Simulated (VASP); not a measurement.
# ZnS (k07) (P6_3mc) in VASP: further runs

ZnS (k07) is run at these levels: PBEsol; tasks: single point.

All numbers are computed with VASP 6.6.1; they aren't measurements. Logs are shortened: lines on timing, memory, paths and dates and some standing lists are left out, and cuts for length are marked.

### 1 The cell of the first run

It takes space group P6_3mc (No. 186, hexagonal). Conventional cell: a = 3.782 Å, b = 3.782 Å, c = 6.208 Å, α = 90.00°, β = 90.00°, γ = 120.00°. Within 2.9 Å of Zn (site symmetry 3m) lie 4 S at 2.21 to 2.79 Å. S (site symmetry 3m) has 4 Zn at 2.21 to 2.79 Å within 2.9 Å.

### 2 Single point, PBEsol

File INCAR:

```
SYSTEM = ZnS
ALGO = Normal
EDIFF = 1E-6
ENCUT = 520
GGA = PS
ISIF = 2
ISMEAR = 0
LASPH = .True.
LCHARG = .False.
LREAL = .False.
LWAVE = .False.
NBANDS = 26
NELM = 60
PREC = Accurate
SIGMA = 0.01
```

File KPOINTS:

```
k-points
0
Gamma
  12 12 6
  0 0 0
```

File POSCAR:

```
ZnS
1.0
    3.7822342358      0.0000000000      0.0000000000
   -1.8911171179      3.2755109313      0.0000000000
    0.0000000000      0.0000000000      6.2081486949
Zn S
2 2
Direct
    0.3333333333      0.6666666667     -0.0373285439
    0.6666666667      0.3333333333      0.4626714561
    0.3333333333      0.6666666667      0.4123285439
    0.6666666667      0.3333333333      0.9123285439
```

Potentials or basis: VASP PAW PBE potentials, release 64 (Zn, S).

Launch:

```bash
> cat potpaw_PBE.64/Zn/POTCAR potpaw_PBE.64/S/POTCAR > POTCAR
> mpirun -np 1 vasp_std > vasp.out
```

OUTCAR:

```text
SYSTEM = ZnS
   EDIFF = 1E-6
   ENCUT = 520
   GGA = PS
   ISIF = 2
   ISMEAR = 0
   LASPH = .True.
   LREAL = .False.
   NELM = 60
   PREC = Accurate

 ion  position               nearest neighbor table
   1  0.333  0.667  0.963-   4 2.21   4 2.21   4 2.21   3 2.79
   2  0.667  0.333  0.463-   3 2.21   3 2.21   3 2.21   4 2.79
   3  0.333  0.667  0.412-   2 2.21   2 2.21   2 2.21   1 2.79
   4  0.667  0.333  0.912-   1 2.21   1 2.21   1 2.21   2 2.79

  LATTYP: Found a hexagonal cell.
 ALAT       =     3.7822342358
 C/A-ratio  =     1.6413972028

  Lattice vectors:

 A1 = (   3.7822342358,   0.0000000000,   0.0000000000)
 A2 = (  -1.8911171179,   3.2755109313,   0.0000000000)
 A3 = (   0.0000000000,   0.0000000000,   6.2081486949)

Analysis of symmetry for initial positions (statically):
=====================================================================
 Subroutine PRICEL returns:
 Original cell was already a primitive cell.

 Routine SETGRP: Setting up the symmetry group for a
 hexagonal supercell.

 Subroutine GETGRP returns: Found 12 space group operations
 (whereof  6 operations were pure point group operations)
 out of a pool of 24 trial point group operations.

The static configuration has the point symmetry C_3v.
 The point group associated with its full space group is C_6v.

Analysis of symmetry for dynamics (positions and initial velocities):
=====================================================================
 Subroutine PRICEL returns:
 Original cell was already a primitive cell.

 Routine SETGRP: Setting up the symmetry group for a
 hexagonal supercell.

 Subroutine GETGRP returns: Found 12 space group operations
 (whereof  6 operations were pure point group operations)
 out of a pool of 24 trial point group operations.

The dynamic configuration has the point symmetry C_3v.
 The point group associated with its full space group is C_6v.

 Subroutine INISYM returns: Found 12 space group operations
 (whereof  6 operations are pure point group operations),
 and found     1 'primitive' translations

----------------------------------------------------------------------------------------

                                     Primitive cell

  volume of cell :      76.9112

  direct lattice vectors                    reciprocal lattice vectors
     3.782234236  0.000000000  0.000000000     0.264393990  0.152647941  0.000000000
    -1.891117118  3.275510931  0.000000000     0.000000000  0.305295882  0.000000000
     0.000000000  0.000000000  6.208148695     0.000000000  0.000000000  0.161078616

  length of vectors
     3.782234236  3.782234236  6.208148695     0.305295882  0.305295882  0.161078616

  position of ions in fractional coordinates (direct lattice)
     0.333333333  0.666666667  0.962671456
     0.666666667  0.333333333  0.462671456
     0.333333333  0.666666667  0.412328544
     0.666666667  0.333333333  0.912328544

  ion indices of the primitive-cell ions
   primitive index   ion index
                 1           1
                 2           2
                 3           3
                 4           4

----------------------------------------------------------------------------------------

 KPOINTS: k-points

Automatic generation of k-mesh.
 Grid dimensions read from file:
 generate k-points for:   12   12    6

 Generating k-lattice:

  Cartesian coordinates                     Fractional coordinates (reciprocal lattice)
     0.022032832  0.012720662  0.000000000     0.083333333 -0.000000000  0.000000000
     0.000000000  0.025441324  0.000000000     0.000000000  0.083333333  0.000000000
     0.000000000  0.000000000  0.026846436     0.000000000  0.000000000  0.166666667

  Length of vectors
     0.025441324  0.025441324  0.026846436

  Shift w.r.t. Gamma in fractional coordinates (k-lattice)
     0.000000000  0.000000000  0.000000000

 Subroutine IBZKPT returns following result:
 ===========================================

 Found     76 irreducible k-points:

 Following reciprocal coordinates:
            Coordinates               Weight
  0.000000  0.000000  0.000000      1.000000
  0.083333  0.000000  0.000000      6.000000
  0.166667  0.000000  0.000000      6.000000
  0.250000  0.000000  0.000000      6.000000
  0.333333  0.000000  0.000000      6.000000
  0.416667  0.000000  0.000000      6.000000
[... 16 lines left out ...]
  0.250000  0.000000  0.166667     12.000000
  0.333333  0.000000  0.166667     12.000000
 [... further k-points ...]
   k-points           NKPTS =     76   k-points in BZ     NKDIM =     76   number of bands    NBANDS=     26
   number of dos      NEDOS =    301   number of ions     NIONS =      4
   total plane-waves  NPLWV =  37632
   dimension x,y,z NGX =    28 NGY =   28 NGZ =   48
   dimension x,y,z NGXF=    56 NGYF=   56 NGZF=   96
   ions per type =               2   2
   NGX,Y,Z   is equivalent  to a cutoff of  12.31, 12.31, 12.85 a.u.
   NGXF,Y,Z  is equivalent  to a cutoff of  24.61, 24.61, 25.71 a.u.
 SYSTEM =  ZnS
   PREC   = accura    normal or accurate (medium, high low for compatibility)
   ISTART =      0    job   : 0-new  1-cont  2-samecut
   ICHARG =      2    charge: 1-file 2-atom 10-const
   ISPIN  =      1    spin polarized calculation?
   LNONCOLLINEAR =      F non collinear calculations
   LSORBIT =      F    spin-orbit coupling
   LASPH  =      T    aspherical Exc in radial PAW
   ENCUT  =  520.0 eV  38.22 Ry    6.18 a.u.   7.03  7.03 11.54*2*pi/ulx,y,z
   NELM   =     60;   NELMIN=  2; NELMDL= -5     # of ELM steps
   EDIFF  = 0.1E-05   stopping-criterion for ELM
   LREAL  =      F    real-space projection
   EDIFFG = 0.1E-04   stopping-criterion for IOM
   NSW    =      0    number of steps for IOM
   IBRION =     -1    ionic relax: 0-MD 1-quasi-New 2-CG
   NFREE  =      0    steps in history (QN), initial steepest desc. (CG)
   ISIF   =      2    stress and relaxation
   ISYM   =      2    0-nonsym 1-usesym 2-fastsym
   POTIM  = 0.5000    time-step for ionic-motion
   TEBEG  =    0.0;   TEEND  =   0.0 temperature during run
   PSTRESS=    0.0 pullay stress
   NELECT =      36.0000    total number of electrons
   NUPDOWN=      -1.0000    fix difference up-down
   EMIN   =  10.00;   EMAX   =-10.00  energy-range for DOS
   EFERMI =   0.00;   METHOD = LEGACY
   ISMEAR =     0;   SIGMA  =   0.01  broadening in eV -4-tet -1-fermi 0-gaus
   EFERMI_NEDOS =   21; number of points for ismear=-14 and -15
   IALGO  =     38    algorithm
   IMIX   =      4    mixing-type and parameters
     AMIX     =   0.40;   BMIX     =  1.00
     AMIX_MAG =   1.60;   BMIX_MAG =  1.00
  volume/ion in A,a.u.               =      19.23       129.76
  Fermi-wavevector in a.u.,A,eV,Ry     =   1.271098  2.402027 21.982809  1.615691
  Thomas-Fermi vector in A             =   2.404050
   LORBIT       =      0    0 simple, 1 ext, 2 COOP (PROOUT), +10 PAW based schemes
   GGA     = PS    functional components
   LHFCALC =     F    Hartree Fock is set to
   AEXX    =    0.0000 exact exchange contribution
   IVDW    =     0    specifies the selected vdW correction
   LEPSILON=     F    determine dielectric tensor
   LRPA    =     F    only Hartree local field effects (RPA)
 non-spin polarized calculation
 Gauss-broadening in eV      SIGMA  =   0.01
  energy-cutoff  :      520.00
  volume of cell :       76.91
 maximum number of plane-waves:      2086
   NGX = 15   NGY = 15   NGZ = 23

 number of electron      36.0000001 magnetization

 Free energy of the ion-electron system (eV)
  ---------------------------------------------------
  ext. energy  EPLUGINS =         0.00000000
  ---------------------------------------------------
  free energy    TOTEN  =       -14.54896795 eV

  energy without entropy =      -14.54896795  energy(sigma->0) =      -14.54896795

 E-fermi :   2.2198     XC(G=0):  -9.9412

 val. band max:        2.1460341568   @ k =   0.0000   0.0000   0.0000
 cond. band min:       4.6348093141   @ k =   0.0000   0.0000   0.0000
 fundamental gap:      2.4887751573
 Fermi energy:         2.2198102817

 k-point     1 :       0.0000    0.0000    0.0000
  band No.  band energies     occupation
      1     -11.2151      2.00000
      2     -10.3802      2.00000
      3      -4.6095      2.00000
      4      -4.6095      2.00000
      5      -4.6007      2.00000
      6      -4.6007      2.00000
[... 18 lines left out ...]
     25       9.6514      0.00000
     26      11.4416      0.00000

 k-point     2 :       0.0833    0.0000    0.0000
  band No.  band energies     occupation
      1     -11.1621      2.00000
      2     -10.3432      2.00000
      3      -4.6119      2.00000
      4      -4.6033      2.00000
      5      -4.5887      2.00000
      6      -4.5774      2.00000
[... 18 lines left out ...]
     25       9.6570      0.00000
     26      11.1019      0.00000

 k-point     3 :       0.1667    0.0000    0.0000
  band No.  band energies     occupation
      1     -11.0101      2.00000
      2     -10.2412      2.00000
      3      -4.6194      2.00000
      4      -4.5964      2.00000
      5      -4.5283      2.00000
      6      -4.5137      2.00000
[... 18 lines left out ...]
     25      10.3672      0.00000
     26      10.4413      0.00000

 k-point     4 :       0.2500    0.0000    0.0000
  band No.  band energies     occupation
      1     -10.7815      2.00000
      2     -10.1019      2.00000
      3      -4.6130      2.00000
      4      -4.5621      2.00000
      5      -4.4383      2.00000
      6      -4.4239      2.00000
[... 18 lines left out ...]
     25      10.1970      0.00000
     26      11.3928      0.00000
[... 496 lines left out ...]
      1     -10.9640      2.00000
      2     -10.2989      2.00000
      3      -4.6201      2.00000
      4      -4.6003      2.00000
      5      -4.5282      2.00000
      6      -4.5157      2.00000
[... 18 lines left out ...]
     25      10.2322      0.00000
     26      10.4192      0.00000

 k-point    23 :       0.2500    0.0000    0.1667
  band No.  band energies     occupation
      1     -10.7396      2.00000
      2     -10.1512      2.00000
      3      -4.6132      2.00000
      4      -4.5692      2.00000
      5      -4.4383      2.00000
      6      -4.4259      2.00000
[... 18 lines left out ...]
     25      10.3121      0.00000
     26      11.2460      0.00000

 k-point    24 :       0.3333    0.0000    0.1667
  band No.  band energies     occupation
      1     -10.4821      2.00000
      2     -10.0074      2.00000
      3      -4.5661      2.00000
      4      -4.4988      2.00000
      5      -4.3400      2.00000
      6      -4.3319      2.00000
[... 18 lines left out ...]
     25      10.7303      0.00000
     26      12.3427      0.00000

 [... further k-points ...]
[... 5 lines left out ...]
  --------------------------------------------------------------------------------------
  -------------------------------------------------------------------------------------
  Total        3.5941841      3.5941841     -0.7984938      0.0000000      0.0000000      0.0000000
  in kB       74.8723254     74.8723254    -16.6338404      0.0000000      0.0000000      0.0000000
  external PRESSURE =      44.3702701 kB  Pullay stress =       0.0000000 kB

 VOLUME and BASIS-vectors are now :
 -----------------------------------------------------------------------------
  energy-cutoff  :      520.00
  volume of cell :       76.91
      direct lattice vectors                 reciprocal lattice vectors
     3.782234236  0.000000000  0.000000000     0.264393990  0.152647941  0.000000000
    -1.891117118  3.275510931  0.000000000     0.000000000  0.305295882  0.000000000
     0.000000000  0.000000000  6.208148695     0.000000000  0.000000000  0.161078616

 POSITION                                       TOTAL-FORCE (eV/Angst)
 -----------------------------------------------------------------------------------
     -0.00000      2.18367      5.97641         0.000000     -0.000000      0.747754
      1.89112      1.09184      2.87233         0.000000     -0.000000      0.747754
     -0.00000      2.18367      2.55980         0.000000      0.000000     -0.747754
      1.89112      1.09184      5.66387        -0.000000     -0.000000     -0.747754
 -----------------------------------------------------------------------------------
    total drift:                               -0.000001     -0.000001      0.000948

  FREE ENERGIE OF THE ION-ELECTRON SYSTEM (eV)
  ---------------------------------------------------
  free  energy   TOTEN  =       -14.5489679484 eV

  energy  without entropy=      -14.5489679484  energy(sigma->0) =      -14.54896795
```

Run time: 2.4 min. Hardware: 1 thread of Intel Xeon Platinum 8259CL at 2.50GHz (Skylake/Cascade Lake), shared host; peak memory 0.27 GiB.

What came out:

```yaml
Free_energy: -14.5490 eV
Pressure: 4.4 GPa
Largest_force: 0.748 eV/Å
Band_gap_on_the_k_mesh: 2.49 eV, direct
```

Forces in eV/Å, atoms in the order of the input:
```
Zn   0.000  0.000  0.748
Zn   0.000  0.000  0.748
S    0.000  0.000 -0.748
S    0.000  0.000 -0.748
```

Caveat: the PAW data sets were made with another functional, which shifts forces and pressure a little.

### 3 Single point, PBEsol

File INCAR:

```
PREC = Accurate ; ENCUT = 520
EDIFF = 1E-7 ; ISMEAR = 0
SIGMA = 0.01 ; LREAL = False
LASPH = True ; NELM = 100
ALGO = Normal ; ISIF = 2
LWAVE = False ; LCHARG = False
GGA = PS ; NBANDS = 26
```

File KPOINTS:

```
regular mesh
0
Gamma
  12 12 6
```

File POSCAR:

```
ZnS
1.0
    3.7822342358      0.0000000000      0.0000000000
   -1.8911171179      3.2755109313      0.0000000000
    0.0000000000      0.0000000000      6.2081486949
Zn S
2 2
Direct
    0.3333333333      0.6666666667     -0.0467678399
    0.6666666667      0.3333333333      0.4532321601
    0.3333333333      0.6666666667      0.4217678399
    0.6666666667      0.3333333333      0.9217678399
```

Potentials or basis: VASP PAW PBE potentials, release 64 (Zn, S).

Launch:

```bash
> cat potpaw_PBE.64/Zn/POTCAR potpaw_PBE.64/S/POTCAR > POTCAR
> mpirun -np 1 vasp_std > vasp.out
```

It took 2 min on 1 thread of Intel Xeon Platinum 8259CL at 2.50GHz (Skylake/Cascade Lake), shared host; peak memory 0.26 GiB.

It converged, with:

* Free energy: -14.3980 eV
* Pressure: 5.4 GPa
* Largest force: 0.524 eV/Å
* Band gap on the k mesh: 2.56 eV, indirect (the least direct gap lies 3.1 meV higher)

Forces in eV/Å, atoms in the order of the input:
```
Zn   0.000  0.000  0.524
Zn   0.000  0.000  0.524
S    0.000  0.000 -0.524
S    0.000  0.000 -0.524
```

Stress tensor (GPa, compression positive):
```
 8.67  0.00  0.00
 0.00  8.67  0.00
 0.00  0.00 -1.06
```

Levels at points of the mesh, in eV from the valence-band top:
```tsv
k point	band 16	band 17	band 18	band 19	band 20	band 21
(0.00, 0.00, 0.00)	-0.02	-0.02	0.00	2.56	2.59	6.23
(0.50, 0.00, 0.00)	-2.26	-1.58	-0.77	3.26	4.42	5.00
(0.00, 0.00, 0.50)	-0.32	-0.32	-0.32	3.29	3.29	6.55
(0.50, 0.00, 0.50)	-2.01	-0.75	-0.75	3.84	3.84	4.47
```

Caveat: the PAW data sets were made with another functional, which shifts forces and pressure a little. A k mesh can miss the band edges.
